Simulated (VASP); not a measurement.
Here is a VASP 6.6.1 calculation.

The input INCAR:

```
SYSTEM = C
PREC     = Accurate       ! precision mode
ENCUT    = 520            ! plane-wave cutoff, eV
EDIFF    = 1E-6           ! SCF threshold, eV
ISMEAR   = 0              ! smearing method
SIGMA    = 0.1            ! smearing width, eV
LREAL    = .False.        ! projectors in reciprocal space
LASPH    = .True.         ! aspherical terms in the spheres
NELM     = 100            ! most SCF steps
ALGO     = Normal         ! electronic algorithm
ISIF     = 2              ! what is computed and relaxed
LWAVE    = .False.        ! write WAVECAR
LCHARG   = .False.        ! write CHGCAR
LDIPOL   = .True.       
IDIPOL   = 3            
DIPOL    = 0.5 0.5 0.386
GGA      = PE             ! functional
IVDW     = 12             ! dispersion correction
NBANDS   = 16             ! bands
```

File KPOINTS:

```
Automatic mesh
0
Gamma
  15 15 1
  0 0 0
```

Contents of POSCAR:

```
C
1.0
    2.4656524409      0.0000000000      0.0000000000
   -1.2328262205      2.1353176508      0.0000000000
    0.0000000000      0.0000000000     17.5000663883
C
4
Direct
    0.6666666667      0.3333333333      0.2571437784
    0.3333333333      0.6666666667      0.2571418816
    0.8333333333      0.3333333333      0.5148589833
    0.5000000000      0.6666666667      0.5148570865
```

Potentials or basis: VASP PAW PBE potentials, release 64 (C).

Run with:

```sh
$ cat potpaw_PBE.64/C/POTCAR > POTCAR
$ mpirun -np 1 vasp_std > vasp.out
```

Q: Predict the largest force.

A: 0.020 eV/Å.

Q: Estimate the dispersion energy per atom.

A: -0.100 eV.

Forces in eV/Å, atoms in the order of the input:
```
C    0.000  0.000  0.020
C    0.000  0.000  0.020
C    0.000  0.000 -0.020
C    0.000  0.000 -0.020
```
